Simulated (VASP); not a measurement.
Runs of VASP 6.6.1 on Ni. The structure is cubic, space group Fm-3m (No. 225). The conventional cell has a = 3.537 Å, b = 3.537 Å, c = 3.537 Å, α = 90.00°, β = 90.00°, γ = 90.00°. Within 3.3 Å of Ni (site symmetry m-3m) lie 12 Ni at 2.50 Å. 

```tsv
spin	fixed moment (μB)	pressure (GPa)	moment (μB)
collinear, ferromagnetic start	1.22	-13.2	1.22
collinear, ferromagnetic start	1.95	4.6	1.95
collinear, ferromagnetic start	1.46	-8.7	1.46
collinear, ferromagnetic start	0.98	(a)	0.98
collinear, ferromagnetic start	1.71	(c)	1.71
collinear, zero start	0.0	(b)	0.00
collinear, ferromagnetic start	0.49	-19.9	0.49
collinear, ferromagnetic start	-	-19.4	0.60
```

Alike in all rows: task single point; level LDA; potentials or basis VASP PAW LDA potentials, release 64 (Ni); cell as given; k mesh 12 × 12 × 12; cutoff (eV) 520; smearing gaussian 0.1 eV.

Q: Fill in the values left out.

A: (a) -16.6; (b) -20.4; (c) -3.1.

Caveats: the total moment is fixed, so each spin has its own Fermi level (some runs).
